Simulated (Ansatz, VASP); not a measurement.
# C: VASP beside Ansatz

File INCAR:

```
SYSTEM = C
ALGO = Normal ; EDIFF = 1E-6
ENCUT = 520 ; GGA = PE
ISIF = 2 ; ISMEAR = 0
IVDW = 12 ; LASPH = .TRUE.
LCHARG = .FALSE. ; LREAL = .FALSE.
LWAVE = .FALSE. ; NBANDS = 16
NELM = 100 ; PREC = Accurate
SIGMA = 0.03
```

KPOINTS

```
k-points
0
G
  18 18 18
  0 0 0
```

POSCAR

```
C
1.0
    1.2694126077      0.7328957107      7.1426992376
   -1.2694126077      0.7328957107      7.1426992376
    0.0000000000     -1.4657914215      7.1426992376
C
4
Direct
    0.0811523517      0.0811523517      0.0811523517
    0.9188476483      0.9188476483      0.9188476483
    0.2521616043      0.2521616043      0.2521616043
    0.7478383957      0.7478383957      0.7478383957
```

Input for Ansatz:

```yaml
crystal:
  lattice:
    - [1.2694126077, 0.7328957107, 7.1426992376]
    - [-1.2694126077, 0.7328957107, 7.1426992376]
    - [0.0, -1.4657914215, 7.1426992376]
  atoms:
    - { symbol: C, position: [0.0811523517, 0.0811523517, 0.0811523517] }
    - { symbol: C, position: [0.9188476483, 0.9188476483, 0.9188476483] }
    - { symbol: C, position: [0.2521616043, 0.2521616043, 0.2521616043] }
    - { symbol: C, position: [0.7478383957, 0.7478383957, 0.7478383957] }
basis:
  ecutwfc: 420
kpoints:
  mp_grid: { grid: [18, 18, 18] }
hamiltonian:
  xc: pbe
  dispersion: d3bj
scf:
  occupations: { method: gaussian, width: 0.03 }
output:
  forces: true
  stress: true
  eigenvalues: true
  write_density: true
  write_potential: true
  elf: true
  volumetric_format: npy
```

Change from the starting cell: strain +0.030 along x and y, +0.030 along z, atoms carried along.

Alike in both runs: task single point; functional PBE; dispersion D3(BJ); k mesh 18 × 18 × 18; occupations gaussian, width 0.03 eV; no spin polarisation.

|  | VASP | Ansatz |
| --- | --- | --- |
| version | VASP 6.6.1 | Ansatz 0.2.0 |
| potentials or method | VASP PAW PBE potentials, release 64 (C), cutoff 520 eV | scalar-relativistic, plane waves, PAW |
| valence electrons in the cell | 16 | 16 |

```tsv
	VASP	Ansatz	Ansatz less VASP
gap on the k mesh at the Fermi level (eV)	0.21	0.21	0.000
least direct gap on the mesh (eV)	0.21	0.21	0.000
pressure (GPa)	-20.7	-21.1	-0.34
traceless stress, the component that is largest in VASP (GPa)	20.13	20.55	+0.420
```
